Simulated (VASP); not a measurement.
Wanted: the native input for a VASP 6.6.1 run.

- Task: single point
- Functional: PBEsol
- Potentials or basis: VASP PAW PBE potentials, release 64 (Cs_sv, Br, F)
- Cutoff: 520 eV
- k mesh: 6 × 6 × 6
- Occupations: gaussian, width 0.02 eV
- Spin: no spin polarisation
- Dipole correction: no
- Further INCAR settings: ALGO = Normal; EDIFF = 1e-07; NBANDS = 24

The structure of Cs2BrF lies in POSCAR:

```
Cs2BrF
1.0
    2.2777123341      1.3150378294      7.7672652473
   -2.2777123341      1.3150378294      7.7672652473
    0.0000000000     -2.6300756583      7.7672652474
Cs Br F
2 1 1
Direct
    0.2661399672      0.2661399672      0.2661399672
    0.7338600328      0.7338600328      0.7338600328
    0.5000000000      0.5000000000      0.5000000000
    0.0000000000      0.0000000000      0.0000000000
```

These files were run (other wordings do the same):

INCAR

```
SYSTEM = Cs2BrF
ALGO     = Normal         ! electronic algorithm
EDIFF    = 1E-7           ! SCF threshold, eV
ENCUT    = 520            ! plane-wave cutoff, eV
GGA      = PS             ! functional
ISIF     = 2              ! what is computed and relaxed
ISMEAR   = 0              ! smearing method
LASPH    = .TRUE.         ! aspherical terms in the spheres
LCHARG   = .FALSE.        ! write CHGCAR
LREAL    = .FALSE.        ! projectors in reciprocal space
LWAVE    = .FALSE.        ! write WAVECAR
NBANDS   = 24             ! bands
NELM     = 100            ! most SCF steps
PREC     = Accurate       ! precision mode
SIGMA    = 0.02           ! smearing width, eV
```

KPOINTS

```
k-points
0
G
  6 6 6
  0 0 0
```

Potentials or basis: VASP PAW PBE potentials, release 64 (Cs_sv, Br, F).

Run with:

```bash
$ cat potpaw_PBE.64/Cs_sv/POTCAR potpaw_PBE.64/Br/POTCAR potpaw_PBE.64/F/POTCAR > POTCAR
$ mpirun -np 1 vasp_std > vasp.out
```

It gave:

| Quantity | Value |
| --- | --- |
| Pressure | 0.0 GPa |
| Band gap on the k mesh | 4.37 eV |

Caveat: the PAW data sets were made with another functional, which shifts forces and pressure a little; spin-orbit coupling is left out, which moves the levels of the heavy elements.

Run time: 5.3 min on 1 thread of Intel(R) Xeon(R) Platinum 8259CL CPU @ 2.50GHz (Skylake/Cascade Lake), with other jobs on the host, peak memory 0.62 GiB.
